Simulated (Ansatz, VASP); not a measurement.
**PtSe2: VASP beside Ansatz**

File INCAR:

```
SYSTEM = PtSe2
ALGO = Normal ; EDIFF = 1E-6
ENCUT = 520 ; GGA = PE
ISIF = 2 ; ISMEAR = 0
LASPH = .TRUE. ; LCHARG = .FALSE.
LREAL = .FALSE. ; LWAVE = .FALSE.
NBANDS = 18 ; NELM = 100
PREC = Accurate ; SIGMA = 0.15
```

Contents of KPOINTS:

```
k-points
0
G
  12 12 10
  0 0 0
```

File POSCAR:

```
PtSe2
1.0
    3.7240006046      0.0000000000      0.0279300045
   -1.8620003023      3.2250791273     -0.0139650023
    0.0379650000      0.0000000000      5.0620000000
Pt Se
1 2
Direct
    0.0000000000      0.0000000000      0.0000000000
    0.3333333333      0.6666666667      0.2500000000
    0.6666666667      0.3333333333      0.7500000000
```

Input for Ansatz:

```yaml
crystal:
  lattice:
    - [3.7240006046, 0.0, 0.0279300045]
    - [-1.8620003023, 3.2250791273, -0.0139650023]
    - [0.037965, 0.0, 5.062]
  atoms:
    - { symbol: Pt, position: [0.0, 0.0, 0.0] }
    - { symbol: Se, position: [0.3333333333, 0.6666666667, 0.25] }
    - { symbol: Se, position: [0.6666666667, 0.3333333333, 0.75] }
basis:
  ecutwfc: 420
kpoints:
  mp_grid: { grid: [12, 12, 10] }
hamiltonian:
  xc: pbe
scf:
  occupations: { method: gaussian, width: 0.15 }
output:
  forces: true
  stress: true
  eigenvalues: true
```

Change from the starting cell: strain +0.0150 x Voigt [0, 0, 0, 0, 1, 0], atoms carried along.

Alike in both runs: task single point; functional PBE; k mesh 12 × 12 × 10; occupations gaussian, width 0.15 eV; no spin polarisation.

|  | VASP | Ansatz |
| --- | --- | --- |
| version | VASP 6.6.1 | Ansatz 0.2.0 |
| potentials or method | VASP PAW PBE potentials, release 64 (Pt, Se), cutoff 520 eV | scalar-relativistic, plane waves, PAW |
| valence electrons in the cell | 22 | 50 |

VASP gave:

```
gap on the k mesh at the Fermi level (eV)                     : none
pressure (GPa)                                                : 7.3
traceless stress, the component that is largest in VASP (GPa) : -1.34
rms of the force components (eV/Å)                            : 0.283
```

**Question.** Estimate Ansatz's values.

**Answer.** gap on the k mesh at the Fermi level (eV): none; pressure (GPa): 7.3; traceless stress, the component that is largest in VASP (GPa): -1.34; rms of the force components (eV/Å): 0.281.

Atom by atom the forces differ by 0.003 eV/Å (rms over components). A gap of «none» marks a metal or a gap that the smearing closes. VASP's potentials hold 22 valence electrons a cell and Ansatz's 50, so a difference there can come from the potentials and not from the codes.

Neither program's run includes spin-orbit coupling.
